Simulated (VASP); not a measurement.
# Ge (I4/mmm) in VASP: further runs, part 2 of 2

VASP 6.6.1.

## Step 4: Single point, PBEsol

The input, INCAR:

```
PREC     = Accurate       # precision mode
ENCUT    = 520            # plane-wave cutoff, eV
EDIFF    = 1E-7           # SCF threshold, eV
ISMEAR   = 1              # smearing method
SIGMA    = 0.1            # smearing width, eV
LREAL    = F              # projectors in reciprocal space
LASPH    = T              # aspherical terms in the spheres
NELM     = 100            # most SCF steps
ALGO     = Normal         # electronic algorithm
ISIF     = 2              # what is computed and relaxed
LWAVE    = F              # write WAVECAR
LCHARG   = T              # write CHGCAR
GGA      = PS             # functional
LELF     = T              # ELF
LVHAR    = T            
NBANDS   = 13             # bands
```

The input, KPOINTS:

```
Automatic mesh
0
Gamma
  19 19 19
```

The input, POSCAR:

```
Ge
1.0
   -1.6084200000      1.6084200000      1.8731800000
    1.6084200000     -1.6084200000      1.8731800000
    1.6084200000      1.6084200000     -1.8731800000
Ge
1
Direct
    0.5000000000      0.5000000000      0.0000000000
```

Potentials or basis: VASP PAW PBE potentials, release 64 (Ge_d).

On the command line:

```
> cat potpaw_PBE.64/Ge_d/POTCAR > POTCAR
> mpirun -np 1 vasp_std > vasp.out
```

OUTCAR:

```text
PREC = Accurate
   ENCUT = 520
   EDIFF = 1E-7
   ISMEAR = 1
   LREAL = F
   LASPH = T
   NELM = 100
   ISIF = 2
   GGA = PS

 ion  position               nearest neighbor table
   1  0.500  0.500  0.000-

  LATTYP: Found a body centered tetragonal cell.
 ALAT       =     3.2168400000
 C/A-ratio  =     1.1646087465

  Lattice vectors:

 A1 = (  -1.6084200000,   1.6084200000,   1.8731800000)
 A2 = (   1.6084200000,  -1.6084200000,   1.8731800000)
 A3 = (   1.6084200000,   1.6084200000,  -1.8731800000)

[... 554 lines left out ...]
      5     -18.2070      2.00000
      6      -5.0943      2.00000
      7       8.0456     -0.00000
      8      12.7575      0.00000
      9      13.9486      0.00000
     10      18.3872      0.00000
     11      18.5538      0.00000
     12      20.6853      0.00000
     13      24.0510      0.00000

 [... further k-points ...]
[... 5 lines left out ...]
  --------------------------------------------------------------------------------------
  -------------------------------------------------------------------------------------
  Total       -0.4392485     -0.4392485     -0.3753697      0.0000000     -0.0000000      0.0000000
  in kB      -36.3063351    -36.3063351    -31.0263988      0.0000000     -0.0000000      0.0000000
  external PRESSURE =     -34.5463563 kB  Pullay stress =       0.0000000 kB

 VOLUME and BASIS-vectors are now :
 -----------------------------------------------------------------------------
  energy-cutoff  :      520.00
  volume of cell :       19.38
      direct lattice vectors                 reciprocal lattice vectors
    -1.608420000  1.608420000  1.873180000     0.000000000  0.310864078  0.266925763
     1.608420000 -1.608420000  1.873180000     0.310864078  0.000000000  0.266925763
     1.608420000  1.608420000 -1.873180000     0.310864078  0.310864078  0.000000000

 POSITION                                       TOTAL-FORCE (eV/Angst)
 -----------------------------------------------------------------------------------
      0.00000      0.00000      1.87318         0.000000      0.000000      0.000000
 -----------------------------------------------------------------------------------
    total drift:                               -0.000000      0.000000      0.000000

  FREE ENERGIE OF THE ION-ELECTRON SYSTEM (eV)
  ---------------------------------------------------
  free  energy   TOTEN  =        -4.6540065608 eV

  energy  without entropy=       -4.6541833732  energy(sigma->0) =       -4.65406550
```

OSZICAR:

```text
N       E                     dE             d eps       ncg     rms          rms(c)
DAV:   1     0.630724981561E+02    0.63072E+02   -0.71357E+03 15422   0.295E+03
DAV:   2     0.833867518037E+00   -0.62239E+02   -0.59124E+02 15188   0.403E+02
DAV:   3    -0.459864300422E+01   -0.54325E+01   -0.54003E+01 16530   0.711E+01
DAV:   4    -0.467236511503E+01   -0.73722E-01   -0.73710E-01 16735   0.899E+00
DAV:   5    -0.467309183799E+01   -0.72672E-03   -0.72672E-03 16753   0.991E-01    0.110E+00
DAV:   6    -0.465912594576E+01    0.13966E-01   -0.12004E-02 18215   0.237E+00    0.583E-01
DAV:   7    -0.465426066579E+01    0.48653E-02   -0.60862E-03 17970   0.134E+00    0.754E-02
DAV:   8    -0.465400140851E+01    0.25926E-03   -0.51366E-04 17345   0.523E-01    0.239E-02
DAV:   9    -0.465400620176E+01   -0.47932E-05   -0.57492E-06 16475   0.280E-02    0.527E-03
DAV:  10    -0.465400663488E+01   -0.43312E-06   -0.61765E-08 13201   0.341E-03    0.245E-04
DAV:  11    -0.465400656084E+01    0.74045E-07   -0.79983E-09  9995   0.149E-03
   1 F= -.46540066E+01 E0= -.46540655E+01  d E =0.176812E-03
```

stdout:

```text
POSCAR found type information on POSCAR Ge
 POSCAR found :  1 types and       1 ions
 scaLAPACK will be used
 -----------------------------------------------------------------------------
|                                                                             |
|                                                                             |
|     You enforced a specific xc type in the INCAR file but a different       |
|     I HOPE YOU KNOW WHAT YOU ARE DOING!                                     |
|                                                                             |
 -----------------------------------------------------------------------------

 LDA part: xc-table for (Slater+PW92), standard interpolation
 POSCAR, INCAR and KPOINTS ok, starting setup
 FFT: planning ... GRIDC
 FFT: planning ... GRID_SOFT
 FFT: planning ... GRID
 WAVECAR not read
 entering main loop
```

Wall time 88 s (1 thread of Intel Xeon 6975P-C, shared host); peak memory 0.24 GiB.

What came out:

| Property | Result |
| --- | --- |
| Free energy | -4.6540 eV |
| Pressure | -3.5 GPa |
| Band gap on the k mesh | zero (band 7 reaches 14.96 eV, above the bottom of band 8 at 3.62 eV) |

Caveat: the PAW data sets were made with another functional, which shifts forces and pressure a little.

## Step 5: Summary

```tsv
k mesh	gap on the mesh (eV)	pressure (GPa)
13 × 13 × 13	none	-3.6
16 × 16 × 16	none	-3.6
19 × 19 × 19	none	-3.5
```

Alike in all rows: task single point; level PBEsol; potentials or basis VASP PAW PBE potentials, release 64 (Ge_d); no spin polarisation; cell as given; cutoff (eV) 520; smearing methfessel-paxton 0.1 eV.

Every run on the cell as given and a fine mesh finds a metal.

Caveats: the PAW data sets were made with another functional, which shifts forces and pressure a little.

Total energies depend on the potentials used, so only differences within one code and one set of settings carry meaning.
